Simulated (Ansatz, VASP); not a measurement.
One calculation of K2S, two programs

File INCAR:

```
SYSTEM = K2S
ALGO = Normal ; EDIFF = 1E-6
ENCUT = 500 ; GGA = PE
GGA_COMPAT = .False. ; ISIF = 2
ISMEAR = 0 ; LASPH = .True.
LCHARG = .True. ; LELF = .True.
LREAL = .False. ; LVHAR = .True.
LWAVE = .False. ; NBANDS = 19
NELM = 120 ; PREC = Accurate
SIGMA = 0.05
```

File KPOINTS:

```
k-points
0
Gamma
  8 8 8
  0 0 0
```

Contents of POSCAR:

```
K2S
1.0
    0.0000000000      3.6954997636      3.6954997636
    3.6954997636      0.0000000000      3.6954997636
    3.6954997636      3.6954997636      0.0000000000
K S
2 1
Direct
    0.2500000000      0.2500000000      0.2500000000
    0.7500000000      0.7500000000      0.7500000000
    0.0000000000      0.0000000000      0.0000000000
```

Input for Ansatz:

```yaml
crystal:
  lattice:
    - [0.0, 3.6954997636, 3.6954997636]
    - [3.6954997636, 0.0, 3.6954997636]
    - [3.6954997636, 3.6954997636, 0.0]
  atoms:
    - { symbol: K, position: [0.25, 0.25, 0.25] }
    - { symbol: K, position: [0.75, 0.75, 0.75] }
    - { symbol: S, position: [0.0, 0.0, 0.0] }
basis:
  ecutwfc: 420
  ecutrho_ratio: 4
kpoints:
  mp_grid: { grid: [8, 8, 8] }
hamiltonian:
  xc: pbe
scf:
  occupations: { method: gaussian, width: 0.05 }
output:
  forces: true
  stress: true
  eigenvalues: true
  eigenstates:
    nscf_kmesh: { grid: [14, 14, 14] }
    de_dk: true
    e_range: [-2.5, 4.895892622391]
  write_density: true
  write_potential: true
  elf: true
  volumetric_format: npy
```

Alike in both runs: task single point; functional PBE; k mesh 8 × 8 × 8; occupations gaussian, width 0.05 eV; no spin polarisation.

|  | VASP | Ansatz |
| --- | --- | --- |
| version | VASP 6.6.1 | Ansatz 0.2.0 |
| potentials or method | VASP PAW PBE potentials, release 64 (K_sv, S), cutoff 500 eV | scalar-relativistic, plane waves, PAW |
| valence electrons in the cell | 24 | 24 |

|  | VASP | Ansatz | Ansatz less VASP |
| --- | --- | --- | --- |
| gap on the k mesh at the Fermi level (eV) | 2.39 | 2.40 | +0.002 |
| least direct gap on the mesh (eV) | 2.59 | 2.60 | +0.003 |
| pressure (GPa) | 0.6 | 0.6 | -0.03 |

With one functional, cell and mesh, what is left measures potentials, basis and numerics.
